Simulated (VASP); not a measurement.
Input of a VASP 6.6.1 run:

File INCAR:

```
SYSTEM = Ga
ALGO = Normal ; EDIFF = 1E-8
ENCUT = 520 ; GGA = PE
ISIF = 2 ; ISMEAR = -1
LASPH = .True. ; LCHARG = .False.
LEFG = .True. ; LREAL = .False.
LWAVE = .False. ; NBANDS = 20
NELM = 80 ; PREC = Accurate
SIGMA = 0.08
```

KPOINTS

```
k-points
0
Gamma
  12 12 10
  0 0 0
```

Contents of POSCAR:

```
Ga
1.0
    1.4378145499     -4.0308387210      0.0000000000
    1.4378145499      4.0308387210      0.0000000000
    0.0000000000      0.0000000000      3.1433600850
Ga
2
Direct
    0.8670000000      0.1330000000      0.2500000000
    0.1330000000      0.8670000000      0.7500000000
```

Potentials or basis: VASP PAW PBE potentials, release 64 (Ga_d).

Launch:

```sh
$ cat potpaw_PBE.64/Ga_d/POTCAR > POTCAR
$ mpirun -np 1 vasp_std > vasp.out
```

(1) Estimate the largest force.

(2) Predict the band gap on the k mesh.

Answers

(1) 0.210 eV/Å.

(2) zero (bands 13 and 14 overlap by 9.58 eV).

Caveat: without QUAD_EFG the Cq values of the log hold for a quadrupole moment of 1 mb, not for the nuclei.
